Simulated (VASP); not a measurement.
The system is Rh.

```xyz
1
Lattice="0.0000 1.8979 1.8979 1.8979 0.0000 1.8979 1.8979 1.8979 0.0000" Properties=species:S:1:pos:R:3 pbc="T T T"
Rh    0.0000    0.0000    0.0000
```

Base run:

| Quantity | Value |
| --- | --- |
| Program | VASP 6.6.1 |
| Functional | BLYP |
| Potentials or basis | VASP PAW PBE potentials, release 64 (Rh_pv) |
| Cutoff | 500 eV |
| k mesh | 12 × 12 × 12 |
| Occupations | fermi-dirac, width 0.1 eV |
| Spin | no spin polarisation |

Its results: pressure 22.5 GPa.

Task: The run is repeated on the same cell with these changes: functional from BLYP to revPBE. What comes out?

Result: Pressure 11.2 GPa.

Caveats: the PAW data sets were made with another functional, which shifts forces and pressure a little.
